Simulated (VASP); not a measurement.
PtSe2:

```xyz
3
Lattice="3.5795 0.0000 0.0000 -1.7898 3.0999 0.0000 0.0000 0.0000 5.8165" Properties=species:S:1:pos:R:3 pbc="T T T"
Pt    0.0000    0.0000    0.0000
Se    0.0000    2.0666    1.3840
Se    1.7898    1.0333    4.4325
```

This cell differs from its parent crystal: epitaxial xy strain -4.0%.

Base run:

```yaml
Program: VASP 6.6.1
Functional: r2SCAN
Potentials_or_basis: VASP PAW PBE potentials, release 64 (Pt, Se)
Cutoff: 520 eV
k_mesh: 6 × 6 × 4
Occupations: gaussian, width 0.01 eV
Spin: no spin polarisation
```

Its results: band gap on the k mesh 0.87 eV (least direct gap 1.42 eV).

Question: The run is repeated on the same cell with these changes: k mesh from 6 × 6 × 4 to 12 × 12 × 6; further incar settings from ALGO = Normal; EDIFF = 1e-08 to ALGO = Normal; EDIFF = 1e-06; NBANDS = 18. What comes out?

Answer: Band gap on the k mesh 0.68 eV (least direct gap 0.93 eV).

Caveats: spin-orbit coupling is left out, which moves the levels of the heavy elements.

A k mesh can miss the band edges.
